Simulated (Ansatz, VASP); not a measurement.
**HgTe in VASP and in Ansatz**

```
Hg Te
1.0
     4.23364    0.00000    0.00000
    -2.11682    3.66644    0.00000
     0.00000    0.00000    7.39658
Hg Te
2 2
Direct
  0.00000 0.00000 0.00000
  0.00000 0.00000 0.50000
  0.33333 0.66667 0.25000
  0.66667 0.33333 0.75000
```

Alike in both runs: task single point; functional PBE; k mesh 8 × 8 × 1; occupations fermi-dirac, width 0.02 eV; no spin polarisation.

|  | VASP | Ansatz |
| --- | --- | --- |
| version | VASP 6.6.1 | Ansatz 0.2.0 |
| potentials or method | VASP PAW PBE potentials, release 64 (Hg, Te) | plane waves |
| plane-wave cutoff (eV) | 500 | 420 |
| valence electrons in the cell | 36 | 72 |

```tsv
	VASP	Ansatz	Ansatz less VASP
pressure (GPa)	1.1	1.0	-0.11
traceless stress, the component that is largest in VASP (GPa)	-0.43	-0.42	+0.006
```

VASP's potentials hold 36 valence electrons a cell and Ansatz's 72, so a difference there can come from the potentials and not from the codes.

The k mesh is coarse, so the values compare programs but aren't converged. Neither program's run includes spin-orbit coupling.
